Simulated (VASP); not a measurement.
Set up this calculation in VASP 6.6.1, as the native input.

```
Task                   : single point
Functional             : PBE
Potentials or basis    : VASP PAW PBE potentials, release 64 (W_sv, C)
Cutoff                 : 520 eV
k mesh                 : 18 × 18 × 14
Occupations            : gaussian, width 0.1 eV
Spin                   : no spin polarisation
Dipole correction      : no
Further INCAR settings : ALGO = Normal; EDIFF = 1e-06; NBANDS = 16
```

The structure of WC lies in POSCAR:

```
WC
1.0
    2.8571161430      0.0000000000      0.0000000000
   -1.4285580715      2.4743351614      0.0000000000
    0.0000000000      0.0000000000      2.7985464777
W C
1 1
Direct
    0.0000000000      0.0000000000      0.0000000000
    0.6666666667      0.3333333333      0.5000000000
```

The input as run:

INCAR

```
SYSTEM = WC
PREC = Accurate ; ENCUT = 520
EDIFF = 1E-6 ; ISMEAR = 0
SIGMA = 0.1 ; LREAL = .FALSE.
LASPH = .TRUE. ; NELM = 80
ALGO = Normal ; ISIF = 2
LWAVE = .FALSE. ; LCHARG = .TRUE.
GGA = PE ; LELF = .TRUE.
LVHAR = .TRUE. ; NBANDS = 16
```

KPOINTS

```
regular mesh
0
G
  18 18 14
  0 0 0
```

Potentials or basis: VASP PAW PBE potentials, release 64 (W_sv, C).

Run with:

```sh
$ cat potpaw_PBE.64/W_sv/POTCAR potpaw_PBE.64/C/POTCAR > POTCAR
$ mpirun -np 1 vasp_std > vasp.out
```

It gave:

* Pressure: 28.4 GPa
* Band gap on the k mesh: zero (bands 9 and 10 overlap by 1.28 eV)

Caveat: the cell stands under pressure; spin-orbit coupling is left out, which moves the levels of the heavy elements.

It took 57 s on 1 thread of Intel(R) Xeon(R) Platinum 8259CL CPU @ 2.50GHz (Skylake/Cascade Lake), with other jobs on the host, peak memory 0.21 GiB.
